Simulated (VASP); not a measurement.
# Pm (Fm-3m) in VASP: single point with PBEsol

Aim: the single point of Pm with PBEsol.

Program: VASP 6.6.1. These are calculated values, not measurements. Logs are shortened: lines on timing, memory, paths and dates and some standing lists are left out, and cuts for length are marked.

### 1 The cell of the first run

Symmetry: Fm-3m, No. 225, cubic system. Conventional cell: a = 5.236 Å, b = 5.236 Å, c = 5.236 Å, α = 90.00°, β = 90.00°, γ = 90.00°. Within 4.9 Å of Pm (site symmetry m-3m) lie 12 Pm at 3.70 Å.

### 2 Single point, PBEsol, collinear spin, ferromagnetic start

INCAR

```
PREC = Accurate
ENCUT = 520
EDIFF = 1E-6
ISMEAR = -1
SIGMA = 0.1
LREAL = False
LASPH = True
NELM = 150
ALGO = Normal
ISIF = 2
LWAVE = False
LCHARG = False
ISPIN = 2
MAGMOM = 2.8
LORBIT = 11
LMAXMIX = 6
GGA = PS
NBANDS = 18
```

KPOINTS

```
regular mesh
0
Gamma
  10 10 10
```

POSCAR

```
Pm
1.0
    0.0000000000      2.6181812024      2.6181812024
    2.6181812024      0.0000000000      2.6181812024
    2.6181812024      2.6181812024      0.0000000000
Pm
1
Direct
    0.0000000000      0.0000000000      0.0000000000
```

Potentials or basis: VASP PAW PBE potentials, release 64 (Pm).

Command:

```
$ cat potpaw_PBE.64/Pm/POTCAR > POTCAR
$ mpirun -np 1 vasp_std > vasp.out
```

OUTCAR:

```text
PREC = Accurate
   ENCUT = 520
   EDIFF = 1E-6
   ISMEAR = -1
   LREAL = False
   LASPH = True
   NELM = 150
   ISIF = 2
   ISPIN = 2
   LORBIT = 11
   GGA = PS

 ion  position               nearest neighbor table
   1  0.000  0.000  0.000-

  LATTYP: Found a face centered cubic cell.
 ALAT       =     5.2363624048

  Lattice vectors:

 A1 = (   0.0000000000,   2.6181812024,   2.6181812024)
 A2 = (   2.6181812024,   0.0000000000,   2.6181812024)
 A3 = (   2.6181812024,   2.6181812024,   0.0000000000)

Analysis of symmetry for initial positions (statically):
=====================================================================
 Subroutine PRICEL returns:
 Original cell was already a primitive cell.

 Routine SETGRP: Setting up the symmetry group for a
 face centered cubic supercell.

 Subroutine GETGRP returns: Found 48 space group operations
 (whereof 48 operations were pure point group operations)
 out of a pool of 48 trial point group operations.

The static configuration has the point symmetry O_h .

Analysis of symmetry for dynamics (positions and initial velocities):
=====================================================================
 Subroutine PRICEL returns:
 Original cell was already a primitive cell.

 Routine SETGRP: Setting up the symmetry group for a
 face centered cubic supercell.

 Subroutine GETGRP returns: Found 48 space group operations
 (whereof 48 operations were pure point group operations)
 out of a pool of 48 trial point group operations.

The dynamic configuration has the point symmetry O_h .

Analysis of structural, dynamic, and magnetic symmetry:
=====================================================================
 Subroutine PRICEL returns:
 Original cell was already a primitive cell.

 Routine SETGRP: Setting up the symmetry group for a
 face centered cubic supercell.

 Subroutine GETGRP returns: Found 48 space group operations
 (whereof 48 operations were pure point group operations)
 out of a pool of 48 trial point group operations.

The overall configuration has the point symmetry O_h .

 Subroutine INISYM returns: Found 48 space group operations
 (whereof 48 operations are pure point group operations),
 and found     1 'primitive' translations

----------------------------------------------------------------------------------------

                                     Primitive cell

  volume of cell :      35.8946

  direct lattice vectors                    reciprocal lattice vectors
     0.000000000  2.618181202  2.618181202    -0.190972267  0.190972267  0.190972267
     2.618181202  0.000000000  2.618181202     0.190972267 -0.190972267  0.190972267
     2.618181202  2.618181202  0.000000000     0.190972267  0.190972267 -0.190972267

  length of vectors
     3.702667365  3.702667365  3.702667365     0.330773670  0.330773670  0.330773670

  position of ions in fractional coordinates (direct lattice)
     0.000000000  0.000000000  0.000000000

  ion indices of the primitive-cell ions
   primitive index   ion index
                 1           1

----------------------------------------------------------------------------------------

 KPOINTS: regular mesh

Automatic generation of k-mesh.
 Grid dimensions read from file:
 generate k-points for:   10   10   10

 Generating k-lattice:

  Cartesian coordinates                     Fractional coordinates (reciprocal lattice)
    -0.019097227  0.019097227  0.019097227     0.100000000  0.000000000  0.000000000
     0.019097227 -0.019097227  0.019097227     0.000000000  0.100000000  0.000000000
     0.019097227  0.019097227 -0.019097227     0.000000000  0.000000000  0.100000000

  Length of vectors
     0.033077367  0.033077367  0.033077367

  Shift w.r.t. Gamma in fractional coordinates (k-lattice)
     0.000000000  0.000000000  0.000000000

 Subroutine IBZKPT returns following result:
 ===========================================

 Found     47 irreducible k-points:

 Following reciprocal coordinates:
            Coordinates               Weight
  0.000000  0.000000  0.000000      1.000000
  0.100000  0.000000  0.000000      8.000000
  0.200000  0.000000  0.000000      8.000000
  0.300000  0.000000  0.000000      8.000000
  0.400000  0.000000  0.000000      8.000000
  0.500000  0.000000  0.000000      4.000000
[... 16 lines left out ...]
  0.300000  0.300000  0.000000      6.000000
  0.400000  0.300000  0.000000     24.000000
 [... further k-points ...]
   k-points           NKPTS =     47   k-points in BZ     NKDIM =     47   number of bands    NBANDS=     18
   number of dos      NEDOS =    301   number of ions     NIONS =      1
   total plane-waves  NPLWV =  21952
   dimension x,y,z NGX =    28 NGY =   28 NGZ =   28
   dimension x,y,z NGXF=    56 NGYF=   56 NGZF=   56
   ions per type =               1
   NGX,Y,Z   is equivalent  to a cutoff of  12.57, 12.57, 12.57 a.u.
   NGXF,Y,Z  is equivalent  to a cutoff of  25.14, 25.14, 25.14 a.u.
 SYSTEM =  unknown system
   PREC   = accura    normal or accurate (medium, high low for compatibility)
   ISTART =      0    job   : 0-new  1-cont  2-samecut
   ICHARG =      2    charge: 1-file 2-atom 10-const
   ISPIN  =      2    spin polarized calculation?
   LNONCOLLINEAR =      F non collinear calculations
   LSORBIT =      F    spin-orbit coupling
   LASPH  =      T    aspherical Exc in radial PAW
   ENCUT  =  520.0 eV  38.22 Ry    6.18 a.u.   6.88  6.88  6.88*2*pi/ulx,y,z
   NELM   =    150;   NELMIN=  2; NELMDL= -5     # of ELM steps
   EDIFF  = 0.1E-05   stopping-criterion for ELM
   LREAL  =      F    real-space projection
   EDIFFG = 0.1E-04   stopping-criterion for IOM
   NSW    =      0    number of steps for IOM
   IBRION =     -1    ionic relax: 0-MD 1-quasi-New 2-CG
   NFREE  =      0    steps in history (QN), initial steepest desc. (CG)
   ISIF   =      2    stress and relaxation
   ISYM   =      2    0-nonsym 1-usesym 2-fastsym
   POTIM  = 0.5000    time-step for ionic-motion
   TEBEG  =    0.0;   TEEND  =   0.0 temperature during run
   PSTRESS=    0.0 pullay stress
   NELECT =      15.0000    total number of electrons
   NUPDOWN=      -1.0000    fix difference up-down
   EMIN   =  10.00;   EMAX   =-10.00  energy-range for DOS
   EFERMI =   0.00;   METHOD = LEGACY
   ISMEAR =    -1;   SIGMA  =   0.10  broadening in eV -4-tet -1-fermi 0-gaus
   EFERMI_NEDOS =   21; number of points for ismear=-14 and -15
   IALGO  =     38    algorithm
   IMIX   =      4    mixing-type and parameters
     AMIX     =   0.40;   BMIX     =  1.00
     AMIX_MAG =   1.60;   BMIX_MAG =  1.00
  volume/ion in A,a.u.               =      35.89       242.23
  Fermi-wavevector in a.u.,A,eV,Ry     =   1.223946  2.312922 20.382120  1.498044
  Thomas-Fermi vector in A             =   2.359038
   LORBIT       =     11    0 simple, 1 ext, 2 COOP (PROOUT), +10 PAW based schemes
   GGA     = PS    functional components
   LHFCALC =     F    Hartree Fock is set to
   AEXX    =    0.0000 exact exchange contribution
   IVDW    =     0    specifies the selected vdW correction
   LEPSILON=     F    determine dielectric tensor
   LRPA    =     F    only Hartree local field effects (RPA)
 spin polarized calculation
  energy-cutoff  :      520.00
  volume of cell :       35.89
 maximum number of plane-waves:       982
   NGX = 13   NGY = 13   NGZ = 13

 number of electron      14.9999999 magnetization       5.4263335

 Free energy of the ion-electron system (eV)
  ---------------------------------------------------
  ext. energy  EPLUGINS =         0.00000000
  ---------------------------------------------------
  free energy    TOTEN  =        -8.11361316 eV

  energy without entropy =       -7.84299489  energy(sigma->0) =       -7.97830403

 E-fermi :   5.3848     XC(G=0):  -9.7248

 val. band max:        5.3844450611   @ k =   0.3000   0.0000   0.0000
 cond. band min:       5.3849684437   @ k =  -0.4000   0.3000   0.0000
 fundamental gap:      0.0005233826
 Fermi energy:         5.3848040943

 spin component 1

 k-point     1 :       0.0000    0.0000    0.0000
  band No.  band energies     occupation
      1     -33.2930      1.00000
      2     -13.2617      1.00000
      3     -13.2617      1.00000
      4     -13.2617      1.00000
      5       1.0778      1.00000
      6       5.1899      0.87536
[... 10 lines left out ...]
     17       9.4014      0.00000
     18      14.3265      0.00000

 k-point     2 :       0.1000    0.0000    0.0000
  band No.  band energies     occupation
      1     -33.2839      1.00000
      2     -13.3589      1.00000
      3     -13.2734      1.00000
      4     -13.2734      1.00000
      5       1.3511      1.00000
      6       5.1620      0.90276
[... 10 lines left out ...]
     17       9.2748      0.00000
     18      14.8487      0.00000
[... 442 lines left out ...]
 k-point    24 :       0.4000    0.3000    0.0000
  band No.  band energies     occupation
      1     -33.1897      1.00000
      2     -13.9765      1.00000
      3     -13.5484      1.00000
      4     -13.5171      1.00000
      5       3.6912      1.00000
      6       4.5449      0.99977
[... 10 lines left out ...]
     17      11.0984      0.00000
     18      15.3540      0.00000

 [... further k-points ...]

 spin component 2

 k-point     1 :       0.0000    0.0000    0.0000
  band No.  band energies     occupation
      1     -31.0929      1.00000
      2     -11.5244      1.00000
      3     -11.5244      1.00000
      4     -11.5244      1.00000
      5       2.1918      1.00000
      6       7.7541      0.00000
[... 10 lines left out ...]
     17      10.4994      0.00000
     18      15.8713      0.00000

 k-point     2 :       0.1000    0.0000    0.0000
  band No.  band energies     occupation
      1     -31.0825      1.00000
      2     -11.6323      1.00000
      3     -11.5371      1.00000
      4     -11.5371      1.00000
      5       2.4732      1.00000
      6       7.4629      0.00000
[... 10 lines left out ...]
     17      10.4020      0.00000
     18      16.3520      0.00000
[... 442 lines left out ...]
 k-point    24 :       0.4000    0.3000    0.0000
  band No.  band energies     occupation
      1     -30.9753      1.00000
      2     -12.3079      1.00000
      3     -11.8388      1.00000
      4     -11.8042      1.00000
      5       4.6827      0.99911
      6       5.7966      0.01602
[... 10 lines left out ...]
     17      12.2919      0.00000
     18      16.6118      0.00000

 [... further k-points ...]

------------------------ aborting loop because EDIFF is reached ----------------------------------------

  FORCE on cell =-STRESS in cart. coord.  units (eV):
  Direction    XX          YY          ZZ          XY          YZ          ZX
  --------------------------------------------------------------------------------------
  -------------------------------------------------------------------------------------
  Total       -0.4640335     -0.4640335     -0.4640335      0.0000000      0.0000000     -0.0000000
  in kB      -20.7124182    -20.7124182    -20.7124182      0.0000000      0.0000000     -0.0000000
  external PRESSURE =     -20.7124182 kB  Pullay stress =       0.0000000 kB

 VOLUME and BASIS-vectors are now :
 -----------------------------------------------------------------------------
  energy-cutoff  :      520.00
  volume of cell :       35.89
      direct lattice vectors                 reciprocal lattice vectors
     0.000000000  2.618181202  2.618181202    -0.190972267  0.190972267  0.190972267
     2.618181202  0.000000000  2.618181202     0.190972267 -0.190972267  0.190972267
     2.618181202  2.618181202  0.000000000     0.190972267  0.190972267 -0.190972267

 POSITION                                       TOTAL-FORCE (eV/Angst)
 -----------------------------------------------------------------------------------
      0.00000      0.00000      0.00000         0.000000      0.000000     -0.000000
 -----------------------------------------------------------------------------------
    total drift:                               -0.000000     -0.000000     -0.000000

  FREE ENERGIE OF THE ION-ELECTRON SYSTEM (eV)
  ---------------------------------------------------
  free  energy   TOTEN  =        -8.1136131583 eV

  energy  without entropy=       -7.8429948940  energy(sigma->0) =       -7.97830403

 total charge

# of ion       s       p       d       f       tot
--------------------------------------------------
    1        2.046   5.486   0.461   4.403  12.396

 magnetization (x)

# of ion       s       p       d       f       tot
--------------------------------------------------
    1       -0.001   0.033   0.234   4.395   4.661
```

Wall time 73 s (1 thread of Intel Xeon Platinum 8488C (Sapphire Rapids), shared host); peak memory 0.2 GiB.

Results:

* Free energy: -8.1136 eV
* Pressure: -2.1 GPa
* Net moment: 5.43 μB per cell
* Site moments: Pm +4.66 μB
* Valence electrons inside the program's atomic spheres: Pm 12.40

Levels at points of the mesh, in eV from the Fermi level:
Spin up:
| k point | band 6 | band 7 | band 8 | band 9 | band 10 | band 11 | band 12 | band 13 | band 14 | band 15 |
| --- | --- | --- | --- | --- | --- | --- | --- | --- | --- | --- |
| (0.00, 0.00, 0.00) | -0.19 | -0.12 | -0.12 | -0.12 | -0.11 | -0.11 | -0.11 | 1.65 | 1.65 | 1.65 |
| (0.50, 0.00, 0.00) | -0.37 | -0.37 | -0.27 | -0.11 | 0.10 | 0.10 | 0.10 | 1.47 | 1.47 | 1.61 |
| (0.50, 0.50, 0.00) | -1.22 | -0.35 | -0.34 | -0.34 | -0.05 | 0.07 | 0.07 | 0.24 | 3.09 | 5.86 |
Spin down:
| k point | band 1 | band 2 | band 3 | band 4 | band 5 | band 6 | band 7 | band 8 | band 9 | band 10 |
| --- | --- | --- | --- | --- | --- | --- | --- | --- | --- | --- |
| (0.00, 0.00, 0.00) | -36.48 | -16.91 | -16.91 | -16.91 | -3.19 | 2.37 | 2.78 | 2.78 | 2.78 | 2.80 |
| (0.50, 0.00, 0.00) | -36.37 | -17.93 | -17.04 | -17.04 | -0.88 | 2.18 | 2.53 | 2.53 | 2.57 | 3.01 |
| (0.50, 0.50, 0.00) | -36.33 | -17.86 | -17.27 | -17.27 | -1.05 | -0.05 | 2.76 | 2.99 | 3.02 | 3.02 |

Caveat: the magnetic or orbital state may not be the lowest; the PAW data sets were made with another functional, which shifts forces and pressure a little; spin-orbit coupling is left out, which moves the levels of the heavy elements. The state reached can hang on the start; a lower one may exist.
